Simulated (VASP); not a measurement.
A run of VASP 6.6.1 is set up as follows.

File INCAR:

```
PREC     = Accurate       # precision mode
ENCUT    = 1000           # plane-wave cutoff, eV
EDIFF    = 1E-6           # SCF threshold, eV
ISMEAR   = 0              # smearing method
SIGMA    = 0.1            # smearing width, eV
LREAL    = F              # projectors in reciprocal space
LASPH    = T              # aspherical terms in the spheres
NELM     = 120            # most SCF steps
ALGO     = Normal         # electronic algorithm
ISIF     = 2              # what is computed and relaxed
LWAVE    = F              # write WAVECAR
LCHARG   = F              # write CHGCAR
LDIPOL   = T            
IDIPOL   = 3            
DIPOL    = 0.5 0.5 0.333
GGA      = PE             # functional
NBANDS   = 57             # bands
GGA_COMPAT= F            
NELMDL   = -8
```

Contents of KPOINTS:

```
Automatic mesh
0
Gamma
  6 6 1
```

Contents of POSCAR:

```
Mo6CO
1.0
    4.4695765303      0.0000000000      0.0000000000
   -2.2347882651      3.8707668194      0.0000000000
    0.0000000000      0.0000000000     22.2595667262
Mo C O
6 1 1
Direct
    0.6666666667      0.3333333333      0.1796980170
    0.3333333333      0.6666666667      0.2206848206
    0.0000000000      0.0000000000      0.2616716241
    0.6666666667      0.3333333333      0.2990464568
    0.3333333333      0.6666666667      0.3355219825
    0.0000000000      0.0000000000      0.3710569405
    0.1666666667      0.3333333333      0.4910053668
    0.3114020655      0.6228041309      0.5044930549
```

Potentials or basis: VASP PAW PBE potentials, release 64 (Mo_sv, C_h, O_h).

The run is started by

```sh
$ cat potpaw_PBE.64/Mo_sv/POTCAR potpaw_PBE.64/C_h/POTCAR potpaw_PBE.64/O_h/POTCAR > POTCAR
$ mpirun -np 1 vasp_std > vasp.out
```

(1) What does it give for the band gap on the k mesh?

(2) Estimate the largest force.

## Answers

(1) zero (bands 47 and 48 overlap by 0.03 eV).

(2) 1.891 eV/Å.
